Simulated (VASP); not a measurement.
A run of VASP 6.6.1:

Contents of INCAR:

```
ALGO = Normal
EDIFF = 1E-6
ENCUT = 520
GGA = PE
ISIF = 2
ISMEAR = 0
LASPH = True
LCHARG = True
LELF = True
LREAL = False
LVHAR = True
LWAVE = False
NBANDS = 46
NELM = 80
PREC = Accurate
SIGMA = 0.1
```

KPOINTS

```
k-points
0
Gamma
  6 6 6
```

POSCAR

```
Na2AlHgCl6
1.0
    0.0000000000      4.7528787755      4.7528787755
    4.7528787755      0.0000000000      4.7528787755
    5.3754382955      5.3754382955     -0.6225595200
Na Al Hg Cl
2 1 1 6
Direct
    0.7540881393      0.7540881393      0.7377355821
    0.2459118607      0.2459118607      0.2622644179
    0.0000000000      0.0000000000      0.0000000000
    0.5000000000      0.5000000000      0.5000000000
    0.7947136884      0.2373236352      0.1732489880
    0.2052863116      0.2052863116      0.8267510120
    0.2052863116      0.7626763648      0.8267510120
    0.2373236352      0.7947136884      0.1732489880
    0.7626763648      0.2052863116      0.8267510120
    0.7947136884      0.7947136884      0.1732489880
```

Potentials or basis: VASP PAW PBE potentials, release 64 (Na_pv, Al, Hg, Cl).

The run is started by

```bash
$ cat potpaw_PBE.64/Na_pv/POTCAR potpaw_PBE.64/Al/POTCAR potpaw_PBE.64/Hg/POTCAR potpaw_PBE.64/Cl/POTCAR > POTCAR
$ mpirun -np 1 vasp_std > vasp.out
```

Hardware: 1 thread of Intel(R) Xeon(R) 6975P-C (Granite Rapids), with other jobs on the host.

Problem. How long does it take, and how much memory?

Solution. Run time: 5.3 min on 1 thread of Intel(R) Xeon(R) 6975P-C (Granite Rapids), on a shared host, peak memory 0.6 GiB. Counts: scf iterations 17, k points 32.
